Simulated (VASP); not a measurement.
# MnS: density of states with PBEsol+U

MnS:

```
Mn S
1.0
     0.00000    2.60450    2.60450
     2.60450    0.00000    2.60450
     2.60450    2.60450    0.00000
Mn S
1 1
Direct
  0.00000 0.00000 0.00000
  0.50000 0.50000 0.50000
```

| Property | Result |
| --- | --- |
| Program | VASP 6.6.1 |
| Task | density of states |
| Functional | PBEsol |
| Potentials or basis | VASP PAW PBE potentials, release 64 (Mn_pv, S) |
| Cutoff | 520 eV |
| k mesh | 9 × 9 × 9 |
| Occupations | fermi-dirac, width 0.05 eV |
| Spin | collinear spin, ferromagnetic start |
| Starting moments | [4.0, 0.0] μB |
| Hubbard terms | Mn d U = 6.0 eV |
| Dipole correction | no |
| k mesh for the DOS | 14 × 14 × 14 |
| Occupations for the DOS | tetrahedron |
| Further INCAR settings | ALGO = Normal; EDIFF = 1e-06; NBANDS = 20 |

```
Net moment                                            : 5.00 μB per cell
Site moments                                          : Mn +4.65; S +0.05 μB
Valence electrons inside the program's atomic spheres : Mn 11.29; S 3.76
```

Levels at points of the mesh, in eV from the valence-band top:
Spin up:
| k point | band 8 | band 9 | band 10 | band 11 | band 12 | band 13 | band 14 | band 15 | band 16 | band 17 |
| --- | --- | --- | --- | --- | --- | --- | --- | --- | --- | --- |
| (0.00, 0.00, 0.00) | -5.53 | -5.53 | -1.18 | -1.18 | -1.18 | 2.13 | 8.53 | 8.53 | 8.53 | 10.81 |
| (0.50, 0.00, 0.00) | -5.17 | -5.17 | -4.25 | 0.00 | 0.00 | 3.17 | 5.75 | 5.75 | 8.95 | 12.13 |
| (0.50, 0.50, 0.00) | -5.05 | -5.05 | -4.53 | -2.87 | -2.87 | 1.15 | 5.16 | 10.64 | 12.33 | 12.33 |
Spin down:
```
           k point  band 3  band 4  band 5  band 6  band 7  band 8  band 9  band 10  band 11  band 12
(0.00, 0.00, 0.00)  -45.44  -13.65   -0.99   -0.99   -0.99    2.90    2.90     2.90     3.03     3.03
(0.50, 0.00, 0.00)  -45.44  -12.32   -5.78   -2.24   -2.24    3.75    4.43     4.43     4.44     5.88
(0.50, 0.50, 0.00)  -45.45  -12.08   -5.03   -2.57   -2.57    1.13    2.65     3.64     4.78     4.79
```

Eigenvalues of the final occupation matrices:
```tsv
site	spin	trace	eigenvalues
site 1 d	1	4.74	0.94 0.94 0.94 0.96 0.96
site 1 d	2	0.16	0.01 0.01 0.01 0.06 0.06
```

Run time: 110 s on 1 thread of Intel(R) Xeon(R) Platinum 8259CL CPU @ 2.50GHz (Skylake/Cascade Lake), with other jobs on the host, peak memory 0.24 GiB.

Caveat: a cell with one magnetic atom can't hold antiferromagnetic order, which such compounds often take. The state reached can hang on the start; a lower one may exist.
